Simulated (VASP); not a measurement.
# CoCl2 in VASP: single point with r2SCAN

Aim: the single point of CoCl2 with r2SCAN.

Everything below comes from runs of VASP 6.6.1. Logs are shortened: lines on timing, memory, paths and dates and some standing lists are left out, and cuts for length are marked.

## Step 1: The cell of the first run

The cell holds an amorphous packing of atoms, 3 atoms: a = 4.099 Å, b = 4.007 Å, c = 4.128 Å, α = 84.59°, β = 91.01°, γ = 100.16°.

## Step 2: Single point, r2SCAN

POSCAR

```
CoCl2
1.0
    4.0527750000     -0.4832910000     -0.3767620000
   -0.2648920000      3.9889490000     -0.2763480000
    0.3859850000      0.6975410000      4.0501990000
Co Cl
1 2
Direct
    0.3159640000      0.9040440000      0.4554690000
    0.8911340000      0.3080040000      0.6535400000
    0.4429280000      0.4744980000      0.0072180000
```

INCAR.step1

```
SYSTEM = CoCl2
  PREC = Accurate
  ENCUT = 520
  ISMEAR = -1
  SIGMA = 0.0836
  LREAL = .False.
  LASPH = .True.
  NELM = 100
  NBANDS = 18
  GGA = PE
  ALGO = Normal
  EDIFF = 1E-4
  LWAVE = .True.
  LCHARG = .False.
```

INCAR.step2

```
SYSTEM = CoCl2
  PREC = Accurate
  ENCUT = 520
  EDIFF = 1E-6
  ISMEAR = -1
  SIGMA = 0.0836
  LREAL = .False.
  LASPH = .True.
  NELM = 100
  ALGO = Normal
  ISIF = 2
  LWAVE = .False.
  LCHARG = .True.
  METAGGA = R2SCAN
  LMIXTAU = .True.
  LELF = .True.
  LVHAR = .True.
  NBANDS = 18
  ISTART = 1
```

KPOINTS

```
Automatic mesh
0
Gamma
  5 5 5
  0 0.5 0
```

Potentials or basis: VASP PAW PBE potentials, release 64 (Co, Cl).

Run with:

```sh
$ cat potpaw_PBE.64/Co/POTCAR potpaw_PBE.64/Cl/POTCAR > POTCAR
$ cp INCAR.step1 INCAR
$ mpirun -np 1 vasp_std > vasp.out
$ cp INCAR.step2 INCAR
$ mpirun -np 1 vasp_std > vasp.out
```

OUTCAR:

```text
SYSTEM = CoCl2
   PREC = Accurate
   ENCUT = 520
   EDIFF = 1E-6
   ISMEAR = -1
   LREAL = .False.
   LASPH = .True.
   NELM = 100
   ISIF = 2
   METAGGA = R2SCAN
   ISTART = 1

 ion  position               nearest neighbor table
   1  0.316  0.904  0.455-   3 2.76   2 2.76   2 2.76   2 2.77   3 2.78   3 2.82
   2  0.891  0.308  0.654-   3 2.58   1 2.76   1 2.76   1 2.77
   3  0.443  0.474  0.007-   2 2.58   1 2.76   1 2.78   1 2.82

  LATTYP: Found a triclinic cell.
 ALAT       =     6.0182890762
 B/A-ratio  =     0.6658494795
 C/A-ratio  =     1.5207431455
 COS(alpha) =     0.0061250443
 COS(beta)  =     0.6173668366
 COS(gamma) =     0.7305735665

  Lattice vectors:

 A1 = (  -0.1210930000,  -4.6864900000,  -3.7738510000)
 A2 = (   0.2648920000,  -3.9889490000,   0.2763480000)
 A3 = (  -4.8247450000,  -0.9117910000,  -7.7236360000)

Analysis of symmetry for initial positions (statically):
=====================================================================
 Subroutine PRICEL returns:
 Original cell was already a primitive cell.

 Routine SETGRP: Setting up the symmetry group for a
 triclinic supercell.

 Subroutine GETGRP returns: Found  1 space group operations
 (whereof  1 operations were pure point group operations)
 out of a pool of  2 trial point group operations.

The static configuration has the point symmetry C_1 .

Analysis of symmetry for dynamics (positions and initial velocities):
=====================================================================
 Subroutine PRICEL returns:
 Original cell was already a primitive cell.

 Routine SETGRP: Setting up the symmetry group for a
 triclinic supercell.

 Subroutine GETGRP returns: Found  1 space group operations
 (whereof  1 operations were pure point group operations)
 out of a pool of  2 trial point group operations.

The dynamic configuration has the point symmetry C_1 .

 Subroutine INISYM returns: Found  1 space group operations
 (whereof  1 operations are pure point group operations),
 and found     1 'primitive' translations

----------------------------------------------------------------------------------------

                                     Primitive cell

  volume of cell :      66.4408

  direct lattice vectors                    reciprocal lattice vectors
     4.052775000 -0.483291000 -0.376762000     0.246065823  0.014542264 -0.025954661
    -0.264892000  3.988949000 -0.276348000     0.025505694  0.249244119 -0.045356489
     0.385985000  0.697541000  4.050199000     0.024630073  0.018358872  0.241392360

  length of vectors
     4.098841909  4.007274649  4.127912282     0.247857844  0.254618111  0.243339187

  position of ions in fractional coordinates (direct lattice)
     0.315964000  0.904044000  0.455469000
     0.891134000  0.308004000  0.653540000
     0.442928000  0.474498000  0.007218000

  ion indices of the primitive-cell ions
   primitive index   ion index
                 1           1
                 2           2
                 3           3

----------------------------------------------------------------------------------------

 KPOINTS: Automatic mesh

Automatic generation of k-mesh.
 Grid dimensions read from file:
 generate k-points for:    5    5    5

 Generating k-lattice:

  Cartesian coordinates                     Fractional coordinates (reciprocal lattice)
     0.049213165  0.002908453 -0.005190932     0.200000000 -0.000000000  0.000000000
     0.005101139  0.049848824 -0.009071298    -0.000000000  0.200000000  0.000000000
     0.004926015  0.003671774  0.048278472     0.000000000  0.000000000  0.200000000

  Length of vectors
     0.049571569  0.050923622  0.048667837

  Shift w.r.t. Gamma in fractional coordinates (k-lattice)
     0.000000000  0.500000000  0.000000000

 Subroutine IBZKPT returns following result:
 ===========================================

 Found     63 irreducible k-points:

 Following reciprocal coordinates:
            Coordinates               Weight
 -0.000000  0.100000  0.000000      2.000000
  0.200000  0.100000  0.000000      2.000000
  0.400000  0.100000  0.000000      2.000000
 -0.400000  0.100000 -0.000000      2.000000
 -0.200000  0.100000 -0.000000      2.000000
 -0.000000  0.300000  0.000000      2.000000
[... 16 lines left out ...]
 -0.200000  0.300000  0.200000      2.000000
 -0.000000  0.500000  0.200000      2.000000
 [... further k-points ...]
   k-points           NKPTS =     63   k-points in BZ     NKDIM =     63   number of bands    NBANDS=     18
   number of dos      NEDOS =    301   number of ions     NIONS =      3
   total plane-waves  NPLWV =  28800
   dimension x,y,z NGX =    30 NGY =   30 NGZ =   32
   dimension x,y,z NGXF=    60 NGYF=   60 NGZF=   64
   ions per type =               1   2
   NGX,Y,Z   is equivalent  to a cutoff of  12.17, 12.45, 12.89 a.u.
   NGXF,Y,Z  is equivalent  to a cutoff of  24.34, 24.89, 25.78 a.u.
 SYSTEM =  CoCl2
   PREC   = accura    normal or accurate (medium, high low for compatibility)
   ISTART =      1    job   : 0-new  1-cont  2-samecut
   ICHARG =      0    charge: 1-file 2-atom 10-const
   ISPIN  =      1    spin polarized calculation?
   LNONCOLLINEAR =      F non collinear calculations
   LSORBIT =      F    spin-orbit coupling
   LASPH  =      T    aspherical Exc in radial PAW
   ENCUT  =  520.0 eV  38.22 Ry    6.18 a.u.   7.62  7.45  7.68*2*pi/ulx,y,z
   NELM   =    100;   NELMIN=  2; NELMDL=  0     # of ELM steps
   EDIFF  = 0.1E-05   stopping-criterion for ELM
   LREAL  =      F    real-space projection
   EDIFFG = 0.1E-04   stopping-criterion for IOM
   NSW    =      0    number of steps for IOM
   IBRION =     -1    ionic relax: 0-MD 1-quasi-New 2-CG
   NFREE  =      0    steps in history (QN), initial steepest desc. (CG)
   ISIF   =      2    stress and relaxation
   ISYM   =      2    0-nonsym 1-usesym 2-fastsym
   POTIM  = 0.5000    time-step for ionic-motion
   TEBEG  =    0.0;   TEEND  =   0.0 temperature during run
   PSTRESS=    0.0 pullay stress
   NELECT =      23.0000    total number of electrons
   NUPDOWN=      -1.0000    fix difference up-down
   EMIN   =  10.00;   EMAX   =-10.00  energy-range for DOS
   EFERMI =   0.00;   METHOD = LEGACY
   ISMEAR =    -1;   SIGMA  =   0.08  broadening in eV -4-tet -1-fermi 0-gaus
   EFERMI_NEDOS =   21; number of points for ismear=-14 and -15
   IALGO  =     38    algorithm
   IMIX   =      4    mixing-type and parameters
     AMIX     =   0.40;   BMIX     =  1.00
     AMIX_MAG =   1.60;   BMIX_MAG =  1.00
  volume/ion in A,a.u.               =      22.15       149.45
  Fermi-wavevector in a.u.,A,eV,Ry     =   1.149492  2.172225 17.977807  1.321332
  Thomas-Fermi vector in A             =   2.286161
   LORBIT       =      0    0 simple, 1 ext, 2 COOP (PROOUT), +10 PAW based schemes
   METAGGA = R2SCAN    functional components
   LHFCALC =     F    Hartree Fock is set to
   AEXX    =    0.0000 exact exchange contribution
   IVDW    =     0    specifies the selected vdW correction
   LEPSILON=     F    determine dielectric tensor
   LRPA    =     F    only Hartree local field effects (RPA)
 non-spin polarized calculation
  energy-cutoff  :      520.00
  volume of cell :       66.44
 maximum number of plane-waves:      1804
   NGX = 15   NGY = 15   NGZ = 15

 number of electron      23.0000002 magnetization

 Free energy of the ion-electron system (eV)
  ---------------------------------------------------
  ext. energy  EPLUGINS =         0.00000000
  ---------------------------------------------------
  free energy    TOTEN  =       -23.23154983 eV

  energy without entropy =      -23.10587215  energy(sigma->0) =      -23.16871099

 E-fermi :   2.5662     XC(G=0):  -9.6667

 val. band max:        2.5501140648   @ k =   0.0000   0.3000   0.2000
 cond. band min:       2.5735774729   @ k =   0.2000  -0.1000   0.4000
 fundamental gap:      0.0234634081
 Fermi energy:         2.5661883824

 k-point     1 :      -0.0000    0.1000    0.0000
  band No.  band energies     occupation
      1     -14.1249      2.00000
      2     -11.7794      2.00000
      3      -2.2197      2.00000
      4      -1.6596      2.00000
      5      -1.1251      2.00000
      6      -0.2685      2.00000
[... 10 lines left out ...]
     17      11.9563      0.00000
     18      12.4263      0.00000

 k-point     2 :       0.2000    0.1000    0.0000
  band No.  band energies     occupation
      1     -13.9211      2.00000
      2     -12.0459      2.00000
      3      -2.3277      2.00000
      4      -1.5745      2.00000
      5      -1.0451      2.00000
      6      -0.2856      2.00000
[... 10 lines left out ...]
     17      11.3212      0.00000
     18      12.6206      0.00000

 k-point     3 :       0.4000    0.1000    0.0000
  band No.  band energies     occupation
      1     -13.3976      2.00000
      2     -12.6693      2.00000
      3      -2.1959      2.00000
      4      -1.5737      2.00000
      5      -0.7752      2.00000
      6      -0.4104      2.00000
[... 10 lines left out ...]
     17      11.1591      0.00000
     18      12.5161      0.00000

 k-point     4 :      -0.4000    0.1000   -0.0000
  band No.  band energies     occupation
      1     -13.4365      2.00000
      2     -12.6289      2.00000
      3      -2.0948      2.00000
      4      -1.5567      2.00000
      5      -0.8058      2.00000
      6      -0.4131      2.00000
[... 375 lines left out ...]
      4      -2.0222      2.00000
      5      -1.3108      2.00000
      6      -0.6669      2.00000
[... 10 lines left out ...]
     17      11.3308      0.00000
     18      12.4006      0.00000

 k-point    23 :      -0.2000    0.3000    0.2000
  band No.  band energies     occupation
      1     -13.7616      2.00000
      2     -12.0924      2.00000
      3      -2.4249      2.00000
      4      -1.8863      2.00000
      5      -1.3610      2.00000
      6      -0.4506      2.00000
[... 10 lines left out ...]
     17      12.1313      0.00000
     18      12.3244      0.00000

 k-point    24 :      -0.0000    0.5000    0.2000
  band No.  band energies     occupation
      1     -13.8347      2.00000
      2     -11.9288      2.00000
      3      -2.7891      2.00000
      4      -2.0360      2.00000
      5      -1.3162      2.00000
      6      -0.5548      2.00000
[... 10 lines left out ...]
     17      11.4623      0.00000
     18      12.1459      0.00000

 [... further k-points ...]

------------------------ aborting loop because EDIFF is reached ----------------------------------------

  FORCE on cell =-STRESS in cart. coord.  units (eV):
  Direction    XX          YY          ZZ          XY          YZ          ZX
  --------------------------------------------------------------------------------------
  -------------------------------------------------------------------------------------
  Total        1.1824040     -6.8192284     -1.5269146     -0.9416877      2.2085625      0.1077224
  in kB       28.5129292   -164.4414142    -36.8205868    -22.7082077     53.2580993      2.5976580
  external PRESSURE =     -57.5830240 kB  Pullay stress =       0.0000000 kB

 VOLUME and BASIS-vectors are now :
 -----------------------------------------------------------------------------
  energy-cutoff  :      520.00
  volume of cell :       66.44
      direct lattice vectors                 reciprocal lattice vectors
     4.052775000 -0.483291000 -0.376762000     0.246065823  0.014542264 -0.025954661
    -0.264892000  3.988949000 -0.276348000     0.025505694  0.249244119 -0.045356489
     0.385985000  0.697541000  4.050199000     0.024630073  0.018358872  0.241392360

 POSITION                                       TOTAL-FORCE (eV/Angst)
 -----------------------------------------------------------------------------------
      1.21686      3.77119      1.47587         0.238795      0.326770      0.088889
      3.78223      1.25381      2.22611         0.143997     -2.439803     -2.217556
      1.67218      1.68372     -0.26877        -0.382793      2.113033      2.128666
 -----------------------------------------------------------------------------------
    total drift:                               -0.003039     -0.002472      0.002899

  FREE ENERGIE OF THE ION-ELECTRON SYSTEM (eV)
  ---------------------------------------------------
  free  energy   TOTEN  =       -23.2315498344 eV

  energy  without entropy=      -23.1058721476  energy(sigma->0) =      -23.16871099
```

Run time: 4.7 min. Hardware: 1 thread of Oxide Virtual Turin-like, shared host; peak memory 0.18 GiB.

Results:

* Free energy: -23.2315 eV
* Pressure: -5.8 GPa
* Largest force: 3.300 eV/Å

Forces in eV/Å, atoms in the order of the input:
```
Co   0.239  0.327  0.089
Cl   0.144 -2.440 -2.218
Cl  -0.383  2.113  2.129
```

Caveat: the PAW data sets were made with another functional, which shifts forces and pressure a little; an odd number of electrons without spin polarisation forces a metal; a magnetic or distorted state may lie lower; the run has no spin polarisation, though such a crystal can be magnetic; semilocal functionals often make such compounds metallic where correlation or magnetic order opens a gap, which also shifts bond lengths. Spin polarisation is off, so any magnetic state and its effect on volume and gap are missing.
